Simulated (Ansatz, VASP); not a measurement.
Two plane-wave programs on Nb

```
Nb
1.0
     0.00000    2.28420    2.11500
     2.28420    0.00000    2.11500
     2.28420    2.28420    0.00000
Nb
1
Direct
  0.00000 0.00000 0.00000
```

Change from the starting cell: strain +0.080 along x and y, +0.000 along z, atoms carried along.

Alike in both runs: task single point; functional PBEsol; k mesh 20 × 20 × 20; occupations gaussian, width 0.15 eV; no spin polarisation.

|  | VASP | Ansatz |
| --- | --- | --- |
| version | VASP 6.6.1 | Ansatz 0.2.0 |
| potentials or method | VASP PAW PBE potentials, release 64 (Nb_sv), cutoff 520 eV | scalar-relativistic, plane waves, PAW |
| valence electrons in the cell | 13 | 13 |

Ansatz gave:

```
gap on the k mesh at the Fermi level (eV)                     : none
pressure (GPa)                                                : -24.4
traceless stress, the component that is largest in VASP (GPa) : -6.64
```

Which values does VASP return?

gap on the k mesh at the Fermi level (eV): none; pressure (GPa): -24.6; traceless stress, the component that is largest in VASP (GPa): -6.60.

VASP's potentials were made for PBE, not for PBEsol. A gap of «none» marks a metal or a gap that the smearing closes. The functional is the same, so the differences come from potentials, cutoffs and numerics.
